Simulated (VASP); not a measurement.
Set up this calculation in VASP 6.6.1, as the native input.

```yaml
Task: single point
Functional: r2SCAN
Potentials_or_basis: VASP PAW PBE potentials, release 64 (Co, Ti_sv)
Cutoff: 520 eV
k_mesh: 9 × 9 × 9
Occupations: fermi-dirac, width 0.1 eV
Spin: no spin polarisation
Dipole_correction: no
Further_INCAR_settings: ALGO = Normal; EDIFF = 1e-07; NBANDS = 42
```

Crystal: Ti2Co.

```
CELL_PARAMETERS angstrom
0.00000 3.39656 3.39656
3.39656 0.00000 3.39656
3.39656 3.39656 0.00000
ATOMIC_POSITIONS crystal
Co 0.00000 0.00000 0.00000
Co 0.25000 0.25000 0.25000
Ti 0.62500 0.62500 0.62500
Ti 0.12500 0.62500 0.62500
Ti 0.62500 0.62500 0.12500
Ti 0.62500 0.12500 0.62500
```

These files were run (other wordings do the same):

POSCAR

```
Ti2Co
1.0
    0.0000000000      3.3965590000      3.3965590000
    3.3965590000      0.0000000000      3.3965590000
    3.3965590000      3.3965590000      0.0000000000
Co Ti
2 4
Direct
    0.0000000000      0.0000000000      0.0000000000
    0.2500000000      0.2500000000      0.2500000000
    0.6250000000      0.6250000000      0.6250000000
    0.1250000000      0.6250000000      0.6250000000
    0.6250000000      0.6250000000      0.1250000000
    0.6250000000      0.1250000000      0.6250000000
```

INCAR.step1

```
SYSTEM = Ti2Co
PREC = Accurate
ENCUT = 520
ISMEAR = -1
SIGMA = 0.1
LREAL = .FALSE.
LASPH = .TRUE.
NELM = 100
NBANDS = 42
GGA = PE
ALGO = Normal
EDIFF = 1E-4
LWAVE = .TRUE.
LCHARG = .FALSE.
```

INCAR.step2

```
SYSTEM = Ti2Co
PREC = Accurate
ENCUT = 520
EDIFF = 1E-7
ISMEAR = -1
SIGMA = 0.1
LREAL = .FALSE.
LASPH = .TRUE.
NELM = 100
ALGO = Normal
ISIF = 2
LWAVE = .FALSE.
LCHARG = .FALSE.
METAGGA = R2SCAN
LMIXTAU = .TRUE.
NBANDS = 42
ISTART = 1
```

KPOINTS

```
regular mesh
0
G
  9 9 9
  0 0 0
```

Potentials or basis: VASP PAW PBE potentials, release 64 (Co, Ti_sv).

Run with:

```bash
$ cat potpaw_PBE.64/Co/POTCAR potpaw_PBE.64/Ti_sv/POTCAR > POTCAR
$ cp INCAR.step1 INCAR
$ mpirun -np 1 vasp_std > vasp.out
$ cp INCAR.step2 INCAR
$ mpirun -np 1 vasp_std > vasp.out
```

Results of the run:

```yaml
Pressure: 15.6 GPa
Band_gap_on_the_k_mesh: zero (bands 33 and 34 overlap by 0.37 eV)
```

Caveat: the cell stands under pressure; the PAW data sets were made with another functional, which shifts forces and pressure a little; the run has no spin polarisation, though such a crystal can be magnetic.

Wall time 11 min on 1 thread of AMD EPYC 7R13 Processor (Zen 3) (shared host), peak memory 0.24 GiB.
